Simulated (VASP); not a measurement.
Sr: single point with PBEsol

Sr:

```xyz
2
Lattice="4.3853 0.0000 0.0000 -2.1926 3.7978 0.0000 0.0000 0.0000 7.1732" Properties=species:S:1:pos:R:3 pbc="T T T"
Sr    0.0000    2.5319    1.7933
Sr    2.1926    1.2659    5.3799
```

This isn't the form of Sr at room conditions, which is fcc.

| Quantity | Value |
| --- | --- |
| Program | VASP 6.6.1 |
| Task | single point |
| Functional | PBEsol |
| Potentials or basis | VASP PAW PBE potentials, release 64 (Sr_sv) |
| Cutoff | 520 eV |
| k mesh | 8 × 8 × 4 |
| Occupations | methfessel-paxton, width 0.1 eV |
| Spin | no spin polarisation |
| Dipole correction | no |
| Further INCAR settings | ALGO = Normal; EDIFF = 1e-06; NBANDS = 17 |

- Pressure: -1.3 GPa
- Band gap on the k mesh: zero (bands 10 and 11 overlap by 0.24 eV)

Stress tensor (GPa, compression positive):
```
-1.38  0.00  0.00
 0.00 -1.38  0.00
 0.00  0.00 -1.03
```

Levels at points of the mesh, in eV from the Fermi level:
```tsv
k point	band 6	band 7	band 8	band 9	band 10	band 11	band 12	band 13	band 14	band 15
(0.00, 0.00, 0.00)	-18.67	-18.67	-18.66	-3.57	-1.15	-0.06	2.16	2.16	2.16	2.53
(0.50, 0.00, 0.00)	-18.72	-18.69	-18.69	-1.16	-0.60	0.10	0.23	1.19	1.71	2.07
(0.00, 0.00, 0.50)	-18.68	-18.68	-18.68	-2.70	-2.70	1.19	1.19	2.16	2.16	2.16
(0.50, 0.00, 0.50)	-18.71	-18.70	-18.70	-0.81	-0.81	0.13	0.13	1.25	1.25	2.79
```

Wall time 73 s on 1 thread of Intel Xeon 8259CL, with other jobs on the host, peak memory 0.26 GiB.

Caveat: the PAW data sets were made with another functional, which shifts forces and pressure a little.
